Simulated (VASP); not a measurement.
Set up this calculation in VASP 6.6.1, as the native input.

| Item | Value |
| --- | --- |
| Task | single point |
| Functional | PBE |
| Potentials or basis | VASP PAW PBE potentials, release 64 (Ti_sv) |
| Cutoff | 520 eV |
| k mesh | 18 × 18 × 18 |
| Occupations | fermi-dirac, width 0.1 eV |
| Spin | no spin polarisation |
| Dipole correction | no |
| Further INCAR settings | ALGO = Normal; EDIFF = 1e-06; NBANDS = 12 |

The structure of Ti lies in POSCAR:

```
Ti
1.0
    0.0000000000      1.8270532976      1.8270532976
    1.8270532976      0.0000000000      1.8270532976
    1.8270532976      1.8270532976      0.0000000000
Ti
1
Direct
    0.0000000000      0.0000000000      0.0000000000
```

This isn't the form of Ti at room conditions, which is hcp.

The input as run:

INCAR

```
SYSTEM = Ti
ALGO     = Normal         ! electronic algorithm
EDIFF    = 1E-6           ! SCF threshold, eV
ENCUT    = 520            ! plane-wave cutoff, eV
GGA      = PE             ! functional
ISIF     = 2              ! what is computed and relaxed
ISMEAR   = -1             ! smearing method
LASPH    = .TRUE.         ! aspherical terms in the spheres
LCHARG   = .FALSE.        ! write CHGCAR
LREAL    = .FALSE.        ! projectors in reciprocal space
LWAVE    = .FALSE.        ! write WAVECAR
NBANDS   = 12             ! bands
NELM     = 80             ! most SCF steps
PREC     = Accurate       ! precision mode
SIGMA    = 0.1            ! smearing width, eV
```

KPOINTS

```
k-points
0
G
  18 18 18
  0 0 0
```

Potentials or basis: VASP PAW PBE potentials, release 64 (Ti_sv).

Run with:

```console
$ cat potpaw_PBE.64/Ti_sv/POTCAR > POTCAR
$ mpirun -np 1 vasp_std > vasp.out
```

It gave:

```
Pressure               : 66.9 GPa
Band gap on the k mesh : zero (bands 6 and 7 overlap by 1.74 eV)
```

Caveat: the cell stands under pressure.

It took 37 s on 1 thread of Intel Xeon 8259CL (shared host), peak memory 0.15 GiB.
